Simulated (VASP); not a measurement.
# Mg (P6_3/mmc) in VASP: notebook

Runs on Mg. Level: PBE. Tasks: single point, relaxation of shape and atoms at fixed volume.

All numbers are computed with VASP 6.6.1; they aren't measurements. Logs are shortened: lines on timing, memory, paths and dates and some standing lists are left out, and cuts for length are marked.

## (1) The cell of the first run

Symmetry: P6_3/mmc, No. 194, hexagonal system. Conventional cell: a = 2.904 Å, b = 2.904 Å, c = 9.445 Å, α = 90.00°, β = 90.00°, γ = 120.00°. Within 3.8 Å of Mg (site symmetry -3m) lie 12 Mg at 2.90 Å. Within 3.8 Å of Mg (site symmetry -6m2) lie 12 Mg at 2.90 Å.

## (2) Single point, PBE

Contents of INCAR:

```
SYSTEM = Mg
ALGO = Normal
EDIFF = 1E-7
ENCUT = 520
GGA = PE
ISIF = 2
ISMEAR = -1
LASPH = .True.
LCHARG = .True.
LELF = .True.
LREAL = .False.
LVHAR = .True.
LWAVE = .False.
NBANDS = 12
NELM = 80
PREC = Accurate
SIGMA = 0.08
```

Contents of KPOINTS:

```
k-points
0
Gamma
  11 11 3
  0 0 0
```

Contents of POSCAR:

```
Mg
1.0
    2.9037342735      0.0000000000      0.0000000000
   -1.4518671368      2.5147076467      0.0000000000
    0.0000000000      0.0000000000      9.4447039155
Mg
4
Direct
    0.0000000000      0.0000000000      0.0000000000
    0.0000000000      0.0000000000      0.5000000000
    0.3333333333      0.6666666667      0.2500000000
    0.6666666667      0.3333333333      0.7500000000
```

Potentials or basis: VASP PAW PBE potentials, release 64 (Mg).

On the command line:

```bash
$ cat potpaw_PBE.64/Mg/POTCAR > POTCAR
$ mpirun -np 1 vasp_std > vasp.out
```

OUTCAR:

```text
SYSTEM = Mg
   EDIFF = 1E-7
   ENCUT = 520
   GGA = PE
   ISIF = 2
   ISMEAR = -1
   LASPH = .True.
   LREAL = .False.
   NELM = 80
   PREC = Accurate

 ion  position               nearest neighbor table
   1  0.000  0.000  0.000-   3 2.90   4 2.90   4 2.90   3 2.90   4 2.90   3 2.90
   2  0.000  0.000  0.500-   3 2.90   4 2.90   4 2.90   3 2.90   4 2.90   3 2.90
   3  0.333  0.667  0.250-   1 2.90   2 2.90   1 2.90   2 2.90   1 2.90   2 2.90
   4  0.667  0.333  0.750-   1 2.90   2 2.90   1 2.90   2 2.90   1 2.90   2 2.90

  LATTYP: Found a hexagonal cell.
 ALAT       =     2.9037342735
 C/A-ratio  =     3.2526061361

  Lattice vectors:

 A1 = (   2.9037342735,   0.0000000000,   0.0000000000)
 A2 = (  -1.4518671368,   2.5147076467,   0.0000000000)
 A3 = (   0.0000000000,   0.0000000000,   9.4447039155)

Analysis of symmetry for initial positions (statically):
=====================================================================
 Subroutine PRICEL returns:
 Original cell was already a primitive cell.

 Routine SETGRP: Setting up the symmetry group for a
 hexagonal supercell.

 Subroutine GETGRP returns: Found 24 space group operations
 (whereof 12 operations were pure point group operations)
 out of a pool of 24 trial point group operations.

The static configuration has the point symmetry D_3d.
 The point group associated with its full space group is D_6h.

Analysis of symmetry for dynamics (positions and initial velocities):
=====================================================================
 Subroutine PRICEL returns:
 Original cell was already a primitive cell.

 Routine SETGRP: Setting up the symmetry group for a
 hexagonal supercell.

 Subroutine GETGRP returns: Found 24 space group operations
 (whereof 12 operations were pure point group operations)
 out of a pool of 24 trial point group operations.

The dynamic configuration has the point symmetry D_3d.
 The point group associated with its full space group is D_6h.

 Subroutine INISYM returns: Found 24 space group operations
 (whereof 12 operations are pure point group operations),
 and found     1 'primitive' translations

----------------------------------------------------------------------------------------

                                     Primitive cell

  volume of cell :      68.9656

  direct lattice vectors                    reciprocal lattice vectors
     2.903734274  0.000000000  0.000000000     0.344384129  0.198830270  0.000000000
    -1.451867137  2.514707647  0.000000000     0.000000000  0.397660540  0.000000000
     0.000000000  0.000000000  9.444703915     0.000000000  0.000000000  0.105879444

  length of vectors
[... 95 lines left out ...]
   TEBEG  =    0.0;   TEEND  =   0.0 temperature during run
   PSTRESS=    0.0 pullay stress
   NELECT =       8.0000    total number of electrons
   NUPDOWN=      -1.0000    fix difference up-down
   EMIN   =  10.00;   EMAX   =-10.00  energy-range for DOS
   EFERMI =   0.00;   METHOD = LEGACY
   ISMEAR =    -1;   SIGMA  =   0.08  broadening in eV -4-tet -1-fermi 0-gaus
   EFERMI_NEDOS =   21; number of points for ismear=-14 and -15
   IALGO  =     38    algorithm
   IMIX   =      4    mixing-type and parameters
     AMIX     =   0.40;   BMIX     =  1.00
     AMIX_MAG =   1.60;   BMIX_MAG =  1.00
  volume/ion in A,a.u.               =      17.24       116.35
  Fermi-wavevector in a.u.,A,eV,Ry     =   0.798412  1.508781  8.673201  0.637462
  Thomas-Fermi vector in A             =   1.905318
   LORBIT       =      0    0 simple, 1 ext, 2 COOP (PROOUT), +10 PAW based schemes
   GGA     = PE    functional components
   LHFCALC =     F    Hartree Fock is set to
   AEXX    =    0.0000 exact exchange contribution
   IVDW    =     0    specifies the selected vdW correction
   LEPSILON=     F    determine dielectric tensor
   LRPA    =     F    only Hartree local field effects (RPA)
 non-spin polarized calculation
  energy-cutoff  :      520.00
  volume of cell :       68.97
 maximum number of plane-waves:      1907
 NGX is ok and might be reduce to    24
   NGX = 11   NGY = 11   NGZ = 35

 number of electron       8.0000000 magnetization

 Free energy of the ion-electron system (eV)
  ---------------------------------------------------
  ext. energy  EPLUGINS =         0.00000000
  ---------------------------------------------------
  free energy    TOTEN  =        -5.02574044 eV

  energy without entropy =       -5.00837612  energy(sigma->0) =       -5.01705828

 E-fermi :   4.3050     XC(G=0):  -9.4256

 val. band max:        4.2270439650   @ k =   0.1818   0.1818   0.0000
 cond. band min:       4.3173431385   @ k =   0.1818   0.0909   0.0000
 fundamental gap:      0.0902991736
 Fermi energy:         4.3049552859

 k-point     1 :       0.0000    0.0000    0.0000
  band No.  band energies     occupation
      1      -3.9381      2.00000
      2      -2.2628      2.00000
      3      -2.2606      2.00000
      4       2.1417      2.00000
      5       3.0732      2.00000
      6      10.2204      0.00000
      7      10.2357      0.00000
      8      17.0778      0.00000
      9      17.0778      0.00000
     10      17.4685      0.00000
     11      17.4686      0.00000
     12      17.8220      0.00000
[... 331 lines left out ...]
 k-point    24 :       0.1818    0.0909    0.3333
  band No.  band energies     occupation
      1      -2.3824      2.00000
      2      -1.8314      2.00000
      3       0.3270      2.00000
      4       1.8873      2.00000
      5       6.0540      0.00000
      6       8.3451      0.00000
      7       9.9059      0.00000
      8      10.3554      0.00000
      9      11.5648      0.00000
     10      11.9181      0.00000
     11      13.0994      0.00000
     12      13.9274      0.00000

 [... further k-points ...]
[... 5 lines left out ...]
  --------------------------------------------------------------------------------------
  -------------------------------------------------------------------------------------
  Total        7.8500637      7.8500637      7.7601145     -0.0000000     -0.0000000      0.0000000
  in kB      182.3690109    182.3690109    180.2793541     -0.0000000     -0.0000000      0.0000000
  external PRESSURE =     181.6724586 kB  Pullay stress =       0.0000000 kB

 VOLUME and BASIS-vectors are now :
 -----------------------------------------------------------------------------
  energy-cutoff  :      520.00
  volume of cell :       68.97
      direct lattice vectors                 reciprocal lattice vectors
     2.903734274  0.000000000  0.000000000     0.344384129  0.198830270  0.000000000
    -1.451867137  2.514707647  0.000000000     0.000000000  0.397660540  0.000000000
     0.000000000  0.000000000  9.444703915     0.000000000  0.000000000  0.105879444

 POSITION                                       TOTAL-FORCE (eV/Angst)
 -----------------------------------------------------------------------------------
      0.00000      0.00000      0.00000         0.000000      0.000000      0.000000
      0.00000      0.00000      4.72235         0.000000      0.000000      0.000000
     -0.00000      1.67647      2.36118        -0.000000      0.000000     -0.000000
      1.45187      0.83824      7.08353         0.000000      0.000000      0.000000
 -----------------------------------------------------------------------------------
    total drift:                                0.000000     -0.000000      0.000000

  FREE ENERGIE OF THE ION-ELECTRON SYSTEM (eV)
  ---------------------------------------------------
  free  energy   TOTEN  =        -5.0257404379 eV

  energy  without entropy=       -5.0083761249  energy(sigma->0) =       -5.01705828
```

OSZICAR:

```text
N       E                     dE             d eps       ncg     rms          rms(c)
DAV:   1     0.634223183174E+01    0.63422E+01   -0.28108E+03   768   0.496E+02
DAV:   2    -0.477387799148E+01   -0.11116E+02   -0.10664E+02  1008   0.648E+01
DAV:   3    -0.507214044769E+01   -0.29826E+00   -0.29531E+00  1012   0.779E+00
DAV:   4    -0.507384787583E+01   -0.17074E-02   -0.17072E-02   956   0.690E-01
DAV:   5    -0.507386678540E+01   -0.18910E-04   -0.18909E-04  1000   0.753E-02    0.133E+00
DAV:   6    -0.504698052481E+01    0.26886E-01   -0.61787E-04   952   0.192E-01    0.845E-01
DAV:   7    -0.502583724686E+01    0.21143E-01   -0.17920E-03   848   0.291E-01    0.388E-02
DAV:   8    -0.502574306973E+01    0.94177E-04   -0.61840E-05  1036   0.426E-02    0.770E-03
DAV:   9    -0.502573999936E+01    0.30704E-05   -0.20890E-06   904   0.820E-03    0.137E-03
DAV:  10    -0.502574024705E+01   -0.24769E-06   -0.37617E-07   988   0.200E-03    0.369E-04
DAV:  11    -0.502574040436E+01   -0.15731E-06   -0.14597E-08   552   0.754E-04    0.716E-05
DAV:  12    -0.502574043789E+01   -0.33524E-07   -0.99965E-10   572   0.193E-04
   1 F= -.50257404E+01 E0= -.50170583E+01  d E =-.173643E-01
```

Wall time 12 s (1 thread of Intel Xeon 6975P-C (Granite Rapids), shared host); peak memory 0.18 GiB.

Results:

* Free energy: -5.0257 eV
* Pressure: 18.2 GPa
* Band gap on the k mesh: zero (band 4 reaches 5.31 eV, above the bottom of band 5 at 3.07 eV)

Levels at points of the mesh, in eV from the Fermi level:
```tsv
k point	band 1	band 2	band 3	band 4	band 5	band 6	band 7	band 8	band 9
(0.00, 0.00, 0.00)	-8.24	-6.57	-6.57	-2.16	-1.23	5.92	5.93	12.77	12.77
```

(Continued in part 2 of 2.)
